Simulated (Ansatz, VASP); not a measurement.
## GaSb: VASP beside Ansatz

```
Ga Sb
1.0
     0.00000    3.06860    3.06860
     3.06860    0.00000    3.06860
     3.06860    3.06860    0.00000
Ga Sb
1 1
Direct
  0.00000 0.00000 0.00000
  0.25000 0.25000 0.25000
```

Alike in both runs: task relaxation of cell and atoms; functional r2SCAN; k mesh 10 × 10 × 10; occupations gaussian, width 0.02 eV; no spin polarisation.

|  | VASP | Ansatz |
| --- | --- | --- |
| version | VASP 6.6.1 | Ansatz 0.2.0 |
| potentials or method | VASP PAW PBE potentials, release 64 (Ga_d, Sb), cutoff 600 eV | scalar-relativistic, plane waves, PAW |
| valence electrons in the cell | 18 | 28 |

|  | VASP | Ansatz | Ansatz less VASP |
| --- | --- | --- | --- |
| gap on the k mesh at the Fermi level, each at its own relaxed structure (eV) | 0.39 | 0.41 | +0.029 |
| relaxed volume (Å³/atom) | 28.87 | 28.84 | -0.029 |
| relaxed length of the cell vector where the two differ most in proportion (Å) | 4.338 | 4.337 | -0.0015 |

VASP's potentials were made for PBE, not for r2SCAN. VASP's potentials hold 18 valence electrons a cell and Ansatz's 28, so a difference there can come from the potentials and not from the codes.

Neither program's run includes spin-orbit coupling.
